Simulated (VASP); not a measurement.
# Rh (P-1) in VASP: a series of runs

The runs below take Rh through single point, with LDA.

Program: VASP 6.6.1. These are calculated values, not measurements. Logs are shortened: lines on timing, memory, paths and dates and some standing lists are left out, and cuts for length are marked.

### 1 The cell of the first run

The typed cell holds 2 atoms: a = 2.694 Å, b = 2.714 Å, c = 4.379 Å, α = 88.93°, β = 90.06°, γ = 119.01°.

### 2 Single point, LDA

Input file INCAR:

```
PREC = Accurate ; ENCUT = 520
EDIFF = 1E-6 ; ISMEAR = 1
SIGMA = 0.1 ; LREAL = F
LASPH = T ; NELM = 60
ALGO = Normal ; ISIF = 2
LWAVE = F ; LCHARG = F
NBANDS = 22
```

Input file KPOINTS:

```
regular mesh
0
Gamma
  8 8 5
```

Input file POSCAR:

```
Rh
1.0
    2.6935700000      0.0175500000     -0.0015500000
   -1.3315900000      2.3648000000      0.0252000000
   -0.0025100000      0.0457300000      4.3786300000
Rh
2
Direct
    0.6694698174      0.3370620115      0.7404379671
    0.3456700000      0.6856400000      0.2618800000
```

Potentials or basis: VASP PAW LDA potentials, release 64 (Rh_pv).

On the command line:

```sh
cat potpaw_LDA.64/Rh_pv/POTCAR > POTCAR
mpirun -np 1 vasp_std > vasp.out
```

OUTCAR:

```text
PREC = Accurate
   ENCUT = 520
   EDIFF = 1E-6
   ISMEAR = 1
   LREAL = F
   LASPH = T
   NELM = 60
   ISIF = 2

 ion  position               nearest neighbor table
   1  0.669  0.337  0.740-   2 2.60   2 2.62   2 2.63   2 2.73   2 2.78   2 2.80
   2  0.346  0.686  0.262-   1 2.60   1 2.62   1 2.63   1 2.73   1 2.78   1 2.80

  LATTYP: Found a triclinic cell.
 ALAT       =     2.7140460586
 B/A-ratio  =     0.9924767527
 C/A-ratio  =     1.6134101700
 COS(alpha) =     0.0010805535
 COS(beta)  =     0.0186652310
 COS(gamma) =     0.4849469849

  Lattice vectors:

 A1 = (  -1.3315900000,   2.3648000000,   0.0252000000)
 A2 = (  -2.6935700000,  -0.0175500000,   0.0015500000)
 A3 = (  -0.0025100000,   0.0457300000,   4.3786300000)

Analysis of symmetry for initial positions (statically):
=====================================================================
 Subroutine PRICEL returns:
 Original cell was already a primitive cell.

 Routine SETGRP: Setting up the symmetry group for a
 triclinic supercell.

 Subroutine GETGRP returns: Found  2 space group operations
 (whereof  1 operations were pure point group operations)
 out of a pool of  2 trial point group operations.

The static configuration has the point symmetry C_1 .
 The point group associated with its full space group is S_2 .

Analysis of symmetry for dynamics (positions and initial velocities):
=====================================================================
 Subroutine PRICEL returns:
 Original cell was already a primitive cell.

 Routine SETGRP: Setting up the symmetry group for a
 triclinic supercell.

 Subroutine GETGRP returns: Found  2 space group operations
 (whereof  1 operations were pure point group operations)
 out of a pool of  2 trial point group operations.

The dynamic configuration has the point symmetry C_1 .
 The point group associated with its full space group is S_2 .

 Subroutine INISYM returns: Found  2 space group operations
 (whereof  1 operations are pure point group operations),
 and found     1 'primitive' translations

----------------------------------------------------------------------------------------

                                     Primitive cell

  volume of cell :      27.9901

  direct lattice vectors                    reciprocal lattice vectors
     2.693570000  0.017550000 -0.001550000     0.369896162  0.208304935 -0.001963478
    -1.331590000  2.364800000  0.025200000    -0.002747965  0.421368308 -0.004402306
    -0.002510000  0.045730000  4.378630000     0.000146755 -0.002351331  0.228406578

  length of vectors
     2.693627619  2.714046059  4.378869513     0.424520873  0.421400264  0.228418728

  position of ions in fractional coordinates (direct lattice)
     0.669469817  0.337062012  0.740437967
     0.345670000  0.685640000  0.261880000

  ion indices of the primitive-cell ions
   primitive index   ion index
                 1           1
                 2           2

----------------------------------------------------------------------------------------

 KPOINTS: regular mesh

Automatic generation of k-mesh.
 Grid dimensions read from file:
 generate k-points for:    8    8    5

 Generating k-lattice:

  Cartesian coordinates                     Fractional coordinates (reciprocal lattice)
     0.046237020  0.026038117 -0.000245435     0.125000000 -0.000000000 -0.000000000
    -0.000343496  0.052671039 -0.000550288    -0.000000000  0.125000000 -0.000000000
     0.000029351 -0.000470266  0.045681316    -0.000000000  0.000000000  0.200000000

  Length of vectors
     0.053065109  0.052675033  0.045683746

  Shift w.r.t. Gamma in fractional coordinates (k-lattice)
     0.000000000  0.000000000  0.000000000

 Subroutine IBZKPT returns following result:
 ===========================================

 Found    162 irreducible k-points:

 Following reciprocal coordinates:
            Coordinates               Weight
  0.000000  0.000000  0.000000      1.000000
  0.125000 -0.000000 -0.000000      2.000000
  0.250000 -0.000000 -0.000000      2.000000
  0.375000 -0.000000 -0.000000      2.000000
  0.500000 -0.000000 -0.000000      1.000000
 -0.000000  0.125000  0.000000      2.000000
[... 16 lines left out ...]
  0.125000  0.375000  0.000000      2.000000
  0.250000  0.375000  0.000000      2.000000
 [... further k-points ...]
   k-points           NKPTS =    162   k-points in BZ     NKDIM =    162   number of bands    NBANDS=     22
   number of dos      NEDOS =    301   number of ions     NIONS =      2
   total plane-waves  NPLWV =  14400
   dimension x,y,z NGX =    20 NGY =   20 NGZ =   36
   dimension x,y,z NGXF=    40 NGYF=   40 NGZF=   72
   ions per type =               2
   NGX,Y,Z   is equivalent  to a cutoff of  12.34, 12.25, 13.67 a.u.
   NGXF,Y,Z  is equivalent  to a cutoff of  24.69, 24.50, 27.34 a.u.
 SYSTEM =  unknown system
   PREC   = accura    normal or accurate (medium, high low for compatibility)
   ISTART =      0    job   : 0-new  1-cont  2-samecut
   ICHARG =      2    charge: 1-file 2-atom 10-const
   ISPIN  =      1    spin polarized calculation?
   LNONCOLLINEAR =      F non collinear calculations
   LSORBIT =      F    spin-orbit coupling
   LASPH  =      T    aspherical Exc in radial PAW
   ENCUT  =  520.0 eV  38.22 Ry    6.18 a.u.   5.01  5.05  8.14*2*pi/ulx,y,z
   NELM   =     60;   NELMIN=  2; NELMDL= -5     # of ELM steps
   EDIFF  = 0.1E-05   stopping-criterion for ELM
   LREAL  =      F    real-space projection
   EDIFFG = 0.1E-04   stopping-criterion for IOM
   NSW    =      0    number of steps for IOM
   IBRION =     -1    ionic relax: 0-MD 1-quasi-New 2-CG
   NFREE  =      0    steps in history (QN), initial steepest desc. (CG)
   ISIF   =      2    stress and relaxation
   ISYM   =      2    0-nonsym 1-usesym 2-fastsym
   POTIM  = 0.5000    time-step for ionic-motion
   TEBEG  =    0.0;   TEEND  =   0.0 temperature during run
   PSTRESS=    0.0 pullay stress
   NELECT =      30.0000    total number of electrons
   NUPDOWN=      -1.0000    fix difference up-down
   EMIN   =  10.00;   EMAX   =-10.00  energy-range for DOS
   EFERMI =   0.00;   METHOD = LEGACY
   ISMEAR =     1;   SIGMA  =   0.10  broadening in eV -4-tet -1-fermi 0-gaus
   EFERMI_NEDOS =   21; number of points for ismear=-14 and -15
   IALGO  =     38    algorithm
   IMIX   =      4    mixing-type and parameters
     AMIX     =   0.40;   BMIX     =  1.00
     AMIX_MAG =   1.60;   BMIX_MAG =  1.00
  volume/ion in A,a.u.               =      14.00        94.44
  Fermi-wavevector in a.u.,A,eV,Ry     =   1.675382  3.166012 38.190242  2.806904
  Thomas-Fermi vector in A             =   2.760011
   LORBIT       =      0    0 simple, 1 ext, 2 COOP (PROOUT), +10 PAW based schemes
   GGA     = CA    functional components
   LHFCALC =     F    Hartree Fock is set to
   AEXX    =    0.0000 exact exchange contribution
   IVDW    =     0    specifies the selected vdW correction
   LEPSILON=     F    determine dielectric tensor
   LRPA    =     F    only Hartree local field effects (RPA)
 non-spin polarized calculation
 Methfessel and Paxton  Order N= 1 SIGMA  =   0.10
  energy-cutoff  :      520.00
  volume of cell :       27.99
 maximum number of plane-waves:       769
   NGX =  9   NGY = 11   NGZ = 17

 number of electron      30.0000003 magnetization

 Free energy of the ion-electron system (eV)
  ---------------------------------------------------
  ext. energy  EPLUGINS =         0.00000000
  ---------------------------------------------------
  free energy    TOTEN  =       -17.12479263 eV

  energy without entropy =      -17.12273043  energy(sigma->0) =      -17.12410523

 E-fermi :  11.4772     XC(G=0): -14.2311

 val. band max:       11.4762191113   @ k =   0.3750   0.1250  -0.0000
 cond. band min:      11.4777497327   @ k =   0.0000  -0.2500   0.4000
 fundamental gap:      0.0015306214
 Fermi energy:        11.4772312641

 k-point     1 :       0.0000    0.0000    0.0000
  band No.  band energies     occupation
      1     -35.4911      2.00000
      2     -34.8323      2.00000
      3     -34.8256      2.00000
      4     -34.7456      2.00000
      5     -34.7209      2.00000
      6     -34.7114      2.00000
[... 14 lines left out ...]
     21      29.7135      0.00000
     22      30.1379      0.00000

 k-point     2 :       0.1250   -0.0000   -0.0000
  band No.  band energies     occupation
      1     -35.4580      2.00000
      2     -34.9062      2.00000
      3     -34.8561      2.00000
      4     -34.7957      2.00000
      5     -34.7553      2.00000
      6     -34.7257      2.00000
[... 14 lines left out ...]
     21      29.9313      0.00000
     22      30.2221      0.00000

 k-point     3 :       0.2500   -0.0000   -0.0000
  band No.  band energies     occupation
      1     -35.3717      2.00000
      2     -35.0922      2.00000
      3     -34.9759      2.00000
      4     -34.9095      2.00000
      5     -34.7958      2.00000
      6     -34.7567      2.00000
[... 14 lines left out ...]
     21      28.1785      0.00000
     22      28.8532      0.00000

 k-point     4 :       0.3750   -0.0000   -0.0000
  band No.  band energies     occupation
      1     -35.2958      2.00000
      2     -35.2612      2.00000
      3     -35.1297      2.00000
      4     -34.9620      2.00000
      5     -34.8610      2.00000
      6     -34.7891      2.00000
[... 14 lines left out ...]
     21      25.5231      0.00000
     22      26.8199      0.00000

 k-point     5 :       0.5000   -0.0000   -0.0000
  band No.  band energies     occupation
      1     -35.3569      2.00000
      2     -35.2716      2.00000
      3     -35.1425      2.00000
      4     -34.9823      2.00000
      5     -34.9050      2.00000
      6     -34.8028      2.00000
[... 417 lines left out ...]
 k-point    22 :      -0.0000    0.3750    0.0000
  band No.  band energies     occupation
      1     -35.2728      2.00000
      2     -35.2570      2.00000
      3     -35.1116      2.00000
      4     -34.9546      2.00000
      5     -34.8808      2.00000
      6     -34.7860      2.00000
[... 14 lines left out ...]
     21      25.7620      0.00000
     22      26.4987      0.00000

 k-point    23 :       0.1250    0.3750    0.0000
  band No.  band energies     occupation
      1     -35.2867      2.00000
      2     -35.2407      2.00000
      3     -35.1061      2.00000
      4     -35.0207      2.00000
      5     -34.9252      2.00000
      6     -34.8497      2.00000
[... 14 lines left out ...]
     21      23.1460      0.00000
     22      25.6255      0.00000

 k-point    24 :       0.2500    0.3750    0.0000
  band No.  band energies     occupation
      1     -35.2555      2.00000
      2     -35.1949      2.00000
      3     -35.1338      2.00000
      4     -35.0390      2.00000
      5     -34.9815      2.00000
      6     -34.9700      2.00000
[... 14 lines left out ...]
     21      24.5146      0.00000
     22      25.2650      0.00000

 [... further k-points ...]
[... 5 lines left out ...]
  --------------------------------------------------------------------------------------
  -------------------------------------------------------------------------------------
  Total       -1.7966255     -2.4436400     -2.0649027     -0.2895894     -0.1457186      0.0700438
  in kB     -102.8403737   -139.8760350   -118.1967849    -16.5763458     -8.3410554      4.0093689
  external PRESSURE =    -120.3043979 kB  Pullay stress =       0.0000000 kB

 VOLUME and BASIS-vectors are now :
 -----------------------------------------------------------------------------
  energy-cutoff  :      520.00
  volume of cell :       27.99
      direct lattice vectors                 reciprocal lattice vectors
     2.693570000  0.017550000 -0.001550000     0.369896162  0.208304935 -0.001963478
    -1.331590000  2.364800000  0.025200000    -0.002747965  0.421368308 -0.004402306
    -0.002510000  0.045730000  4.378630000     0.000146755 -0.002351331  0.228406578

 POSITION                                       TOTAL-FORCE (eV/Angst)
 -----------------------------------------------------------------------------------
      1.35258      0.84269      3.24956         0.055949      0.035630      0.887611
      0.01744      1.63944      1.16342        -0.055949     -0.035630     -0.887611
 -----------------------------------------------------------------------------------
    total drift:                                0.000026     -0.000033      0.000001

  FREE ENERGIE OF THE ION-ELECTRON SYSTEM (eV)
  ---------------------------------------------------
  free  energy   TOTEN  =       -17.1247926305 eV

  energy  without entropy=      -17.1227304276  energy(sigma->0) =      -17.12410523
```

It took 27 s on 1 thread of Intel Xeon 6975P-C (Granite Rapids), shared host; peak memory 0.18 GiB.

What came out:

```yaml
Free_energy: -17.1248 eV
Pressure: -12.0 GPa
Largest_force: 0.890 eV/Å
Band_gap_on_the_k_mesh: zero (band 15 reaches 12.09 eV, above the bottom of band 16 at 10.04 eV)
```

Forces in eV/Å, atoms in the order of the input:
```
Rh   0.056  0.036  0.888
Rh  -0.056 -0.036 -0.888
```

Levels at points of the mesh, in eV from the Fermi level:
```
           k point  band 12  band 13  band 14  band 15  band 16  band 17  band 18  band 19
(0.00, 0.00, 0.00)    -2.69    -2.41    -1.89    -1.73     0.10     0.23     0.79     8.35
(0.50, 0.00, 0.00)    -2.17    -2.08     0.40     0.61     0.74     2.89     5.06     9.58
(0.00, 0.50, 0.00)    -2.27    -2.27     0.35     0.60     0.76     2.98     4.80    10.08
(0.50, 0.50, 0.00)    -2.06    -2.04     0.44     0.59     0.77     3.01     5.19     9.76
```

### 3 Single point, LDA

Input file INCAR:

```
ALGO = Normal
EDIFF = 1E-6
ENCUT = 520
GGA = CA
ISIF = 2
ISMEAR = 1
LASPH = T
LCHARG = F
LREAL = F
LWAVE = F
NBANDS = 22
NELM = 60
PREC = Accurate
SIGMA = 0.1
```

Input file KPOINTS:

```
k-points
0
Gamma
  8 8 5
```

POSCAR: that of step 2 with these lines changed.

```diff
@@ -8,3 +8,3 @@
 Direct
-    0.6694698174      0.3370620115      0.7404379671
+    0.6694207304      0.3369519539      0.7461481316
     0.3456700000      0.6856400000      0.2618800000
```

Potentials or basis: VASP PAW LDA potentials, release 64 (Rh_pv).

On the command line:

```sh
cat potpaw_LDA.64/Rh_pv/POTCAR > POTCAR
mpirun -np 1 vasp_std > vasp.out
```

It took 29 s on 1 thread of Intel Xeon 6975P-C (Granite Rapids), shared host; peak memory 0.18 GiB.

It converged, with:

| Property | Result |
| --- | --- |
| Free energy | -17.1443 eV |
| Pressure | -12.6 GPa |
| Largest force | 0.673 eV/Å |
| Band gap on the k mesh | zero (band 15 reaches 12.10 eV, above the bottom of band 16 at 10.01 eV) |

Forces in eV/Å, atoms in the order of the input:
```
Rh   0.053  0.058  0.668
Rh  -0.053 -0.058 -0.668
```

Stress tensor (GPa, compression positive):
```
-10.62  -1.65   0.33
 -1.65 -14.29  -1.00
  0.33  -1.00 -12.93
```

Levels at points of the mesh, in eV from the Fermi level:
```tsv
k point	band 11	band 12	band 13	band 14	band 15	band 16	band 17	band 18	band 19	band 20
(0.00, 0.00, 0.00)	-2.79	-2.64	-2.36	-1.92	-1.75	0.09	0.23	0.78	8.40	15.82
(0.50, 0.00, 0.00)	-2.54	-2.17	-2.07	0.42	0.63	0.73	2.90	5.07	9.71	10.87
(0.00, 0.50, 0.00)	-2.76	-2.27	-2.26	0.36	0.62	0.75	2.99	4.81	10.15	10.83
(0.50, 0.50, 0.00)	-2.56	-2.05	-2.03	0.46	0.61	0.77	3.02	5.19	9.89	11.10
```

### 4 Single point, LDA

Input file INCAR:

```
SYSTEM = Rh
  PREC = Accurate
  ENCUT = 520
  EDIFF = 1E-6
  ISMEAR = 1
  SIGMA = 0.1
  LREAL = .False.
  LASPH = .True.
  NELM = 100
  ALGO = Normal
  ISIF = 2
  LWAVE = .False.
  LCHARG = .True.
  LELF = .True.
  LVHAR = .True.
  NBANDS = 22
```

Input file KPOINTS:

```
Automatic mesh
0
Gamma
  8 8 5
  0 0 0
```

POSCAR: that of step 3 with these lines changed.

```diff
@@ -8,3 +8,3 @@
 Direct
-    0.6694207304      0.3369519539      0.7461481316
+    0.6694992696      0.3371280461      0.7370118684
     0.3456700000      0.6856400000      0.2618800000
```

On the command line:

```sh
cat potpaw_LDA.64/Rh_pv/POTCAR > POTCAR
mpirun -np 1 vasp_std > vasp.out
```

It took 28 s on 1 thread of Intel Xeon 6975P-C (Granite Rapids), shared host; peak memory 0.18 GiB.

It converged, with:

* Free energy: -17.1105 eV
* Pressure: -11.6 GPa
* Largest force: 1.015 eV/Å
* Band gap on the k mesh: zero (band 15 reaches 12.08 eV, above the bottom of band 16 at 10.05 eV)

Forces on the atoms (eV/Å):
```
Rh   0.058  0.022  1.013
Rh  -0.058 -0.022 -1.013
```

Stress tensor (GPa, compression positive):
```
-10.00  -1.66   0.44
 -1.66 -13.71  -0.73
  0.44  -0.73 -10.97
```

Levels at points of the mesh, in eV from the Fermi level:
```csv
k point,band 12,band 13,band 14,band 15,band 16,band 17,band 18,band 19
"(0.00, 0.00, 0.00)",-2.73,-2.45,-1.88,-1.72,0.10,0.23,0.80,8.31
"(0.50, 0.00, 0.00)",-2.17,-2.08,0.39,0.59,0.74,2.88,5.06,9.50
"(0.00, 0.50, 0.00)",-2.28,-2.27,0.34,0.59,0.76,2.97,4.80,10.01
"(0.50, 0.50, 0.00)",-2.06,-2.04,0.43,0.58,0.77,3.01,5.18,9.68
```

Caveat: forces of over 1 eV/Å act on the atoms, so gaps and moduli don't describe the material at rest.

### 5 Single point, LDA

This run uses another cell than the first one, of 14.07 Å³/atom, 1.005 times its volume.

Input file INCAR:

```
ALGO = Normal
EDIFF = 1E-7
ENCUT = 520
ISIF = 2
ISMEAR = 1
LASPH = T
LCHARG = T
LELF = T
LREAL = F
LVHAR = T
LWAVE = F
NBANDS = 22
NELM = 80
PREC = Accurate
SIGMA = 0.1
```

Input file KPOINTS:

```
k-points
0
Gamma
  8 8 5
```

Input file POSCAR:

```
Rh
1.0
    2.6980518219      0.0175792014     -0.0015525790
   -1.3338056280      2.3687347826      0.0252419302
   -0.0025141764      0.0458060900      4.3859155875
Rh
2
Direct
    0.6694600000      0.3370400000      0.7415800000
    0.3456700000      0.6856400000      0.2618800000
```

On the command line:

```sh
cat potpaw_LDA.64/Rh_pv/POTCAR > POTCAR
mpirun -np 1 vasp_std > vasp.out
```

It took 30 s on 1 thread of Intel Xeon 6975P-C (Granite Rapids), shared host; peak memory 0.18 GiB.

The run converged. Its results:

| Item | Value |
| --- | --- |
| Free energy | -17.1181 eV |
| Pressure | -13.3 GPa |
| Largest force | 0.823 eV/Å |
| Band gap on the k mesh | zero (band 15 reaches 11.99 eV, above the bottom of band 16 at 9.95 eV) |

Forces on the atoms (eV/Å):
```
Rh   0.054  0.040  0.820
Rh  -0.054 -0.040 -0.820
```

Stress tensor (GPa, compression positive):
```
-11.55  -1.62   0.38
 -1.62 -15.18  -0.84
  0.38  -0.84 -13.27
```

Levels at points of the mesh, in eV from the Fermi level:
| k point | band 11 | band 12 | band 13 | band 14 | band 15 | band 16 | band 17 | band 18 | band 19 | band 20 |
| --- | --- | --- | --- | --- | --- | --- | --- | --- | --- | --- |
| (0.00, 0.00, 0.00) | -2.78 | -2.66 | -2.38 | -1.88 | -1.72 | 0.10 | 0.23 | 0.79 | 8.31 | 15.80 |
| (0.50, 0.00, 0.00) | -2.52 | -2.16 | -2.06 | 0.40 | 0.61 | 0.73 | 2.87 | 5.04 | 9.57 | 10.94 |
| (0.00, 0.50, 0.00) | -2.74 | -2.26 | -2.25 | 0.35 | 0.60 | 0.75 | 2.97 | 4.78 | 10.06 | 10.85 |
| (0.50, 0.50, 0.00) | -2.55 | -2.04 | -2.02 | 0.44 | 0.59 | 0.76 | 3.00 | 5.16 | 9.75 | 11.17 |
